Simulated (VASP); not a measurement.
Set up this calculation in VASP 6.6.1, as the native input.

```yaml
Task: single point
Functional: r2SCAN
Dispersion: D3(BJ)
Potentials_or_basis: VASP PAW PBE potentials, release 64 (C, F, S, H)
Cutoff: 520 eV
k_mesh: 1 × 1 × 1
Occupations: fermi-dirac, width 0.05 eV
Spin: no spin polarisation
Dipole_correction: no
Further_INCAR_settings: LREAL = Auto; ALGO = Normal; EDIFF = 1e-06; NBANDS = 78
```

The system is H2CSF4.

```
C F S H
1.0
     7.92800    0.00000    0.00000
     0.00000    7.92800    0.00000
     0.00000    0.00000    7.92800
C F S H
3 12 3 6
Cartesian
  4.5485 6.7147 7.4196
  1.6878 1.9528 5.9032
  7.5204 4.8004 0.4725
  5.3981 7.2553 8.2840
  3.6105 6.0503 8.0816
  3.9888 7.6734 6.6971
  5.1992 5.8851 6.6189
  0.6324 1.6237 6.6411
  2.0172 0.9297 5.1258
  1.3830 2.9966 5.1523
  2.7074 2.2490 6.6961
  7.7638 5.9405 1.1005
  6.2864 4.3953 0.7470
  7.6514 4.9765 -0.8354
  8.3829 3.8780 0.8775
  4.2403 4.2264 3.8560
  6.9382 1.4449 3.0954
  1.2042 5.8781 4.2279
  3.3605 4.2411 2.8311
  4.8780 3.1589 3.3410
  7.0082 2.7475 3.4549
  6.7562 1.7763 1.8085
  1.0022 6.9134 5.0485
  2.1087 6.5673 3.5087
```

These files were run (other wordings do the same):

POSCAR

```
H2CSF4
1.0
    7.9280000000      0.0000000000      0.0000000000
    0.0000000000      7.9280000000      0.0000000000
    0.0000000000      0.0000000000      7.9280000000
C F S H
3 12 3 6
Direct
    0.5737284603      0.8469612780      0.9358772050
    0.2128957536      0.2463210946      0.7446007287
    0.9485916509      0.6055054848      0.0596016608
    0.6808944912      0.9151517717      1.0449058323
    0.4554166251      0.7631561028      1.0193753650
    0.5031316183      0.9678908695      0.8447384274
    0.6557967494      0.7423121542      0.8348709830
    0.0797618731      0.2048032617      0.8376710475
    0.2544460835      0.1172737413      0.6465428628
    0.1744401899      0.3779781111      0.6498847241
    0.3414992044      0.2836779763      0.8446191014
    0.9792946534      0.7493013009      0.1388089796
    0.7929356503      0.5544051405      0.0942270112
    0.9651060992      0.6277123139     -0.1053760821
    1.0573809260      0.4891533113      0.1106803374
    0.5348500595      0.5331035062      0.4863753950
    0.8751496832      0.1822586884      0.3904335765
    0.1518926117      0.7414294590      0.5332930591
    0.4238720762      0.5349520232      0.3571049003
    0.6152815502      0.3984541748      0.4214190652
    0.8839857195      0.3465556650      0.4357811133
    0.8521942384      0.2240543469      0.2281198885
    0.1264124058      0.8720242401      0.6367903209
    0.2659760269      0.8283670839      0.4425756972
```

INCAR.step1

```
PREC = Accurate
ENCUT = 520
ISMEAR = -1
SIGMA = 0.05
LREAL = Auto
LASPH = T
NELM = 100
NBANDS = 78
GGA = PE
ALGO = Normal
EDIFF = 1E-4
LWAVE = T
LCHARG = F
```

INCAR.step2

```
PREC = Accurate
ENCUT = 520
EDIFF = 1E-6
ISMEAR = -1
SIGMA = 0.05
LREAL = Auto
LASPH = T
NELM = 100
ALGO = Normal
ISIF = 2
LWAVE = F
LCHARG = T
METAGGA = R2SCAN
LMIXTAU = T
IVDW = 12
VDW_S6 = 1.0
VDW_S8 = 0.78981345
VDW_A1 = 0.49484001
VDW_A2 = 5.73083694
LELF = T
LVHAR = T
NBANDS = 78
ISTART = 1
```

KPOINTS

```
Automatic mesh
0
Gamma
  1 1 1
```

Potentials or basis: VASP PAW PBE potentials, release 64 (C, F, S, H).

Launch:

```sh
$ cat potpaw_PBE.64/C/POTCAR potpaw_PBE.64/F/POTCAR potpaw_PBE.64/S/POTCAR potpaw_PBE.64/H/POTCAR > POTCAR
$ cp INCAR.step1 INCAR
$ mpirun -np 1 vasp_gam > vasp.out
$ cp INCAR.step2 INCAR
$ mpirun -np 1 vasp_gam > vasp.out
```

Results of the run:

```json
{"Pressure": "0.7 GPa", "Largest force": "0.575 eV/Å", "Dispersion energy per atom": "-0.017 eV"}
```

Caveat: the k points lie up to 0.79 Å⁻¹ apart; the PAW data sets were made with another functional, which shifts forces and pressure a little.

It took 4.2 min on 1 thread of Intel(R) Xeon(R) Platinum 8259CL CPU @ 2.50GHz (Skylake/Cascade Lake) (shared host), peak memory 0.55 GiB.
